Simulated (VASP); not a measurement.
Set up this calculation in VASP 6.6.1, as the native input.

* Task: electric field gradients
* Functional: PBE
* Potentials or basis: VASP PAW PBE potentials, release 64 (K_sv, Cl)
* Cutoff: 520 eV
* k mesh: 13 × 13 × 13
* Occupations: fermi-dirac, width 0.05 eV
* Spin: no spin polarisation
* Dipole correction: no
* Further INCAR settings: ALGO = Normal; EDIFF = 1e-08; NBANDS = 15

The structure of KCl (rocksalt type) lies in POSCAR:

```
KCl
1.0
    0.0000000000      3.2314284839      3.2314284839
    3.2314284839      0.0000000000      3.2314284839
    3.2314284839      3.2314284839      0.0000000000
K Cl
1 1
Direct
    0.0000000000      0.0000000000      0.0000000000
    0.5000000000      0.5000000000      0.5000000000
```

This cell differs from its parent crystal: volume scaled by 1.04.

The input as run:

INCAR

```
SYSTEM = KCl
PREC = Accurate
ENCUT = 520
EDIFF = 1E-8
ISMEAR = -1
SIGMA = 0.05
LREAL = .False.
LASPH = .True.
NELM = 60
ALGO = Normal
ISIF = 2
LWAVE = .False.
LCHARG = .False.
GGA = PE
LEFG = .True.
NBANDS = 15
```

KPOINTS

```
Automatic mesh
0
Gamma
  13 13 13
  0 0 0
```

Potentials or basis: VASP PAW PBE potentials, release 64 (K_sv, Cl).

The run is started by

```sh
$ cat potpaw_PBE.64/K_sv/POTCAR potpaw_PBE.64/Cl/POTCAR > POTCAR
$ mpirun -np 1 vasp_std > vasp.out
```

Results of the run:

```yaml
Pressure: -0.6 GPa
Band_gap_on_the_k_mesh: 4.92 eV, direct
```

Caveat: without QUAD_EFG the Cq values of the log hold for a quadrupole moment of 1 mb, not for the nuclei.

It took 52 s on 1 thread of Intel(R) Xeon(R) Platinum 8488C (Sapphire Rapids), with other jobs on the host, peak memory 0.25 GiB.
